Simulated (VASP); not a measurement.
# Mo (Im-3m) in VASP: a series of runs

Runs on Mo. Level: LDA. Tasks: single point.

All numbers are computed with VASP 6.6.1; they aren't measurements. Logs are shortened: lines on timing, memory, paths and dates and some standing lists are left out, and cuts for length are marked.

## 1. The cell of the first run

Symmetry: Im-3m, No. 229, cubic system. Conventional cell: a = 3.113 Å, b = 3.113 Å, c = 3.113 Å, α = 90.00°, β = 90.00°, γ = 90.00°. Within 3.6 Å of Mo (site symmetry m-3m) lie 14 Mo at 2.70 to 3.11 Å.

## 2. Single point, LDA

INCAR

```
SYSTEM = Mo
PREC = Accurate
ENCUT = 520
EDIFF = 1E-7
ISMEAR = 1
SIGMA = 0.1
LREAL = .False.
LASPH = .True.
NELM = 80
ALGO = Normal
ISIF = 2
LWAVE = .False.
LCHARG = .False.
GGA = CA
NBANDS = 13
```

KPOINTS

```
Automatic mesh
0
Gamma
  14 14 14
  0 0 0
```

POSCAR

```
Mo
1.0
   -1.5565618036      1.5565618036      1.5565618036
    1.5565618036     -1.5565618036      1.5565618036
    1.5565618036      1.5565618036     -1.5565618036
Mo
1
Direct
    0.0000000000      0.0000000000      0.0000000000
```

Potentials or basis: VASP PAW LDA potentials, release 64 (Mo_sv).

Launch:

```
cat potpaw_LDA.64/Mo_sv/POTCAR > POTCAR
mpirun -np 1 vasp_std > vasp.out
```

OUTCAR:

```text
SYSTEM = Mo
   PREC = Accurate
   ENCUT = 520
   EDIFF = 1E-7
   ISMEAR = 1
   LREAL = .False.
   LASPH = .True.
   NELM = 80
   ISIF = 2
   GGA = CA

 ion  position               nearest neighbor table
   1  0.000  0.000  0.000-

  LATTYP: Found a body centered cubic cell.
 ALAT       =     3.1131236072

  Lattice vectors:

 A1 = (  -1.5565618036,   1.5565618036,   1.5565618036)
 A2 = (   1.5565618036,  -1.5565618036,   1.5565618036)
 A3 = (   1.5565618036,   1.5565618036,  -1.5565618036)

Analysis of symmetry for initial positions (statically):
=====================================================================
 Subroutine PRICEL returns:
 Original cell was already a primitive cell.

 Routine SETGRP: Setting up the symmetry group for a
 body centered cubic supercell.

 Subroutine GETGRP returns: Found 48 space group operations
[... 9 lines left out ...]

 Routine SETGRP: Setting up the symmetry group for a
 body centered cubic supercell.

 Subroutine GETGRP returns: Found 48 space group operations
[... 11 lines left out ...]
                                     Primitive cell

  volume of cell :      15.0855

  direct lattice vectors                    reciprocal lattice vectors
    -1.556561804  1.556561804  1.556561804     0.000000000  0.321220782  0.321220782
     1.556561804 -1.556561804  1.556561804     0.321220782  0.000000000  0.321220782
     1.556561804  1.556561804 -1.556561804     0.321220782  0.321220782  0.000000000

  length of vectors
     2.696044129  2.696044129  2.696044129     0.454274787  0.454274787  0.454274787

  position of ions in fractional coordinates (direct lattice)
     0.000000000  0.000000000  0.000000000

  ion indices of the primitive-cell ions
   primitive index   ion index
                 1           1

----------------------------------------------------------------------------------------

 KPOINTS: Automatic mesh

Automatic generation of k-mesh.
 Grid dimensions read from file:
 generate k-points for:   14   14   14

 Generating k-lattice:

  Cartesian coordinates                     Fractional coordinates (reciprocal lattice)
     0.000000000  0.022944342  0.022944342     0.071428571  0.000000000  0.000000000
     0.022944342  0.000000000  0.022944342     0.000000000  0.071428571  0.000000000
     0.022944342  0.022944342  0.000000000     0.000000000  0.000000000  0.071428571

  Length of vectors
     0.032448199  0.032448199  0.032448199

[... 52 lines left out ...]
   NELM   =     80;   NELMIN=  2; NELMDL= -5     # of ELM steps
   EDIFF  = 0.1E-06   stopping-criterion for ELM
   LREAL  =      F    real-space projection
   EDIFFG = 0.1E-05   stopping-criterion for IOM
   NSW    =      0    number of steps for IOM
   IBRION =     -1    ionic relax: 0-MD 1-quasi-New 2-CG
   NFREE  =      0    steps in history (QN), initial steepest desc. (CG)
   ISIF   =      2    stress and relaxation
   ISYM   =      2    0-nonsym 1-usesym 2-fastsym
   POTIM  = 0.5000    time-step for ionic-motion
   TEBEG  =    0.0;   TEEND  =   0.0 temperature during run
   PSTRESS=    0.0 pullay stress
   NELECT =      14.0000    total number of electrons
   NUPDOWN=      -1.0000    fix difference up-down
   EMIN   =  10.00;   EMAX   =-10.00  energy-range for DOS
   EFERMI =   0.00;   METHOD = LEGACY
   ISMEAR =     1;   SIGMA  =   0.10  broadening in eV -4-tet -1-fermi 0-gaus
   EFERMI_NEDOS =   21; number of points for ismear=-14 and -15
   IALGO  =     38    algorithm
   IMIX   =      4    mixing-type and parameters
     AMIX     =   0.40;   BMIX     =  1.00
     AMIX_MAG =   1.60;   BMIX_MAG =  1.00
  volume/ion in A,a.u.               =      15.09       101.80
  Fermi-wavevector in a.u.,A,eV,Ry     =   1.596851  3.017611 34.693959  2.549934
  Thomas-Fermi vector in A             =   2.694549
   LORBIT       =      0    0 simple, 1 ext, 2 COOP (PROOUT), +10 PAW based schemes
   GGA     = CA    functional components
   LHFCALC =     F    Hartree Fock is set to
   AEXX    =    0.0000 exact exchange contribution
   IVDW    =     0    specifies the selected vdW correction
   LEPSILON=     F    determine dielectric tensor
   LRPA    =     F    only Hartree local field effects (RPA)
 non-spin polarized calculation
 Methfessel and Paxton  Order N= 1 SIGMA  =   0.10
  energy-cutoff  :      520.00
  volume of cell :       15.09
 maximum number of plane-waves:       420
   NGX =  9   NGY =  9   NGZ =  9

 number of electron      13.9999996 magnetization

 Free energy of the ion-electron system (eV)
  ---------------------------------------------------
  ext. energy  EPLUGINS =         0.00000000
  ---------------------------------------------------
  free energy    TOTEN  =       -12.11287967 eV

  energy without entropy =      -12.11238545  energy(sigma->0) =      -12.11271493

 E-fermi :  13.0973     XC(G=0): -13.8057

 val. band max:       13.0896768500   @ k =  -0.1429   0.2143   0.0714
 cond. band min:      13.1056801202   @ k =  -0.3571   0.3571   0.2857
 fundamental gap:      0.0160032703
 Fermi energy:        13.0972975362

 k-point     1 :       0.0000    0.0000    0.0000
  band No.  band energies     occupation
      1     -47.9110      2.00000
      2     -21.2625      2.00000
      3     -21.2625      2.00000
      4     -21.2625      2.00000
      5       5.7117      2.00000
      6      11.5938      2.00000
      7      11.5938      2.00000
      8      11.5938      2.00000
      9      14.7334     -0.00000
     10      14.7334     -0.00000
     11      27.9268      0.00000
     12      27.9268      0.00000
     13      27.9268      0.00000
[... 354 lines left out ...]
  band No.  band energies     occupation
      1     -47.5608      2.00000
      2     -22.4835      2.00000
      3     -22.2403      2.00000
      4     -21.4615      2.00000
      5       8.9918      2.00000
      6      10.2783      2.00000
      7      11.0868      2.00000
      8      15.0021     -0.00000
      9      15.5286      0.00000
     10      22.8681      0.00000
     11      23.5592      0.00000
     12      25.0170      0.00000
     13      30.6850      0.00000

 [... further k-points ...]
[... 5 lines left out ...]
  --------------------------------------------------------------------------------------
  -------------------------------------------------------------------------------------
  Total        0.1318847      0.1318847      0.1318847      0.0000000     -0.0000000      0.0000000
  in kB       14.0070255     14.0070255     14.0070255      0.0000000     -0.0000000      0.0000000
  external PRESSURE =      14.0070255 kB  Pullay stress =       0.0000000 kB

 VOLUME and BASIS-vectors are now :
 -----------------------------------------------------------------------------
  energy-cutoff  :      520.00
  volume of cell :       15.09
      direct lattice vectors                 reciprocal lattice vectors
    -1.556561804  1.556561804  1.556561804     0.000000000  0.321220782  0.321220782
     1.556561804 -1.556561804  1.556561804     0.321220782  0.000000000  0.321220782
     1.556561804  1.556561804 -1.556561804     0.321220782  0.321220782  0.000000000

 POSITION                                       TOTAL-FORCE (eV/Angst)
 -----------------------------------------------------------------------------------
      0.00000      0.00000      0.00000         0.000000      0.000000      0.000000
 -----------------------------------------------------------------------------------
    total drift:                                0.000000     -0.000000     -0.000000

  FREE ENERGIE OF THE ION-ELECTRON SYSTEM (eV)
  ---------------------------------------------------
  free  energy   TOTEN  =       -12.1128796740 eV

  energy  without entropy=      -12.1123854492  energy(sigma->0) =      -12.11271493
```

OSZICAR:

```text
N       E                     dE             d eps       ncg     rms          rms(c)
DAV:   1     0.962053664446E+02    0.96205E+02   -0.78690E+03  2712   0.111E+03
DAV:   2    -0.116152348210E+02   -0.10782E+03   -0.10328E+03  3004   0.322E+02
DAV:   3    -0.128335302746E+02   -0.12183E+01   -0.12131E+01  3064   0.354E+01
DAV:   4    -0.128365503289E+02   -0.30201E-02   -0.30199E-02  3024   0.207E+00
DAV:   5    -0.128365708992E+02   -0.20570E-04   -0.20569E-04  3089   0.153E-01    0.169E+01
DAV:   6    -0.122167969935E+02    0.61977E+00   -0.71222E-01  2799   0.108E+01    0.446E+00
DAV:   7    -0.121196155841E+02    0.97181E-01   -0.14306E-01  2944   0.449E+00    0.949E-01
DAV:   8    -0.121130160820E+02    0.65995E-02   -0.48976E-03  2799   0.901E-01    0.207E-01
DAV:   9    -0.121128672162E+02    0.14887E-03   -0.17438E-04  3214   0.166E-01    0.751E-02
DAV:  10    -0.121128796652E+02   -0.12449E-04   -0.72641E-06  2809   0.303E-02    0.330E-03
DAV:  11    -0.121128796740E+02   -0.88592E-08   -0.18884E-07  3064   0.522E-03
   1 F= -.12112880E+02 E0= -.12112715E+02  d E =-.494225E-03
```

Run time: 12 s. Hardware: 1 thread of Intel Xeon Platinum 8259CL at 2.50GHz (Skylake/Cascade Lake), shared host; peak memory 0.13 GiB.

Results:

```yaml
Free_energy: -12.1129 eV
Pressure: 1.4 GPa
Band_gap_on_the_k_mesh: zero (band 7 reaches 17.25 eV, above the bottom of band 8 at 11.59 eV)
```

Levels at points of the mesh, in eV from the Fermi level:
```
           k point  band 3  band 4  band 5  band 6  band 7  band 8  band 9  band 10  band 11  band 12
(0.00, 0.00, 0.00)  -34.36  -34.36   -7.39   -1.50   -1.50   -1.50    1.64     1.64    14.83    14.83
(0.50, 0.00, 0.00)  -34.86  -34.38   -5.61   -3.64    1.69    1.77    2.34     4.97    11.99    12.14
(0.50, 0.50, 0.50)  -35.45  -35.45   -5.79   -5.79    4.16    4.16    4.16     9.28     9.28     9.28
```

## 3. Single point, LDA

INCAR

```
SYSTEM = Mo
  PREC = Accurate
  ENCUT = 520
  EDIFF = 1E-7
  ISMEAR = 1
  SIGMA = 0.2
  LREAL = .False.
  LASPH = .True.
  NELM = 100
  ALGO = Normal
  ISIF = 2
  LWAVE = .False.
  LCHARG = .False.
  GGA = CA
  NBANDS = 13
```

KPOINTS

```
regular mesh
0
Gamma
  14 14 14
  0 0 0
```

POSCAR is that of step 2.

Potentials or basis: VASP PAW LDA potentials, release 64 (Mo_sv).

Launch:

```
cat potpaw_LDA.64/Mo_sv/POTCAR > POTCAR
mpirun -np 1 vasp_std > vasp.out
```

Wall time 12 s (1 thread of Intel Xeon Platinum 8259CL at 2.50GHz (Skylake/Cascade Lake), shared host); peak memory 0.13 GiB.

Results (log left out):

- Free energy: -12.1146 eV
- Pressure: 1.4 GPa
- Band gap on the k mesh: zero (band 7 reaches 17.26 eV, above the bottom of band 8 at 11.60 eV)

Levels at points of the mesh, in eV from the Fermi level:
| k point | band 3 | band 4 | band 5 | band 6 | band 7 | band 8 | band 9 | band 10 | band 11 | band 12 |
| --- | --- | --- | --- | --- | --- | --- | --- | --- | --- | --- |
| (0.00, 0.00, 0.00) | -34.35 | -34.35 | -7.38 | -1.50 | -1.50 | -1.50 | 1.64 | 1.64 | 14.83 | 14.83 |
| (0.50, 0.00, 0.00) | -34.86 | -34.37 | -5.60 | -3.64 | 1.70 | 1.78 | 2.35 | 4.98 | 11.99 | 12.14 |
| (0.50, 0.50, 0.50) | -35.44 | -35.44 | -5.79 | -5.79 | 4.16 | 4.16 | 4.16 | 9.29 | 9.29 | 9.29 |

## 4. Single point, LDA

INCAR

```
SYSTEM = Mo
  ALGO = Normal
  EDIFF = 1E-6
  ENCUT = 520
  ISIF = 2
  ISMEAR = 1
  LASPH = .True.
  LCHARG = .True.
  LELF = .True.
  LREAL = .False.
  LVHAR = .True.
  LWAVE = .False.
  NBANDS = 13
  NELM = 80
  PREC = Accurate
  SIGMA = 0.3
```

KPOINTS

```
k-points
0
Gamma
  14 14 14
  0 0 0
```

POSCAR is that of step 3.

Launch:

```
cat potpaw_LDA.64/Mo_sv/POTCAR > POTCAR
mpirun -np 1 vasp_std > vasp.out
```

Wall time 12 s (1 thread of Intel Xeon Platinum 8259CL at 2.50GHz (Skylake/Cascade Lake), shared host); peak memory 0.13 GiB.

Results (log left out):

```yaml
Free_energy: -12.1173 eV
Pressure: 1.3 GPa
Band_gap_on_the_k_mesh: zero (band 7 reaches 17.26 eV, above the bottom of band 8 at 11.60 eV)
```

Levels at points of the mesh, in eV from the Fermi level:
| k point | band 5 | band 6 | band 7 | band 8 | band 9 | band 10 |
| --- | --- | --- | --- | --- | --- | --- |
| (0.00, 0.00, 0.00) | -7.38 | -1.49 | -1.49 | -1.49 | 1.65 | 1.65 |
| (0.50, 0.00, 0.00) | -5.60 | -3.63 | 1.70 | 1.78 | 2.35 | 4.99 |
| (0.50, 0.50, 0.50) | -5.79 | -5.79 | 4.17 | 4.17 | 4.17 | 9.29 |

## 5. Summary

```tsv
smearing	gap on the mesh (eV)	pressure (GPa)
methfessel-paxton 0.1 eV	none	1.4
methfessel-paxton 0.2 eV	none	1.4
methfessel-paxton 0.3 eV	none	1.3
```

Alike in all rows: task single point; level LDA; potentials or basis VASP PAW LDA potentials, release 64 (Mo_sv); no spin polarisation; cell as given; k mesh 14 × 14 × 14; cutoff (eV) 520.

Every run on the cell as given and a fine mesh finds a metal.

Absolute energies hang on the potentials; compare differences alone.
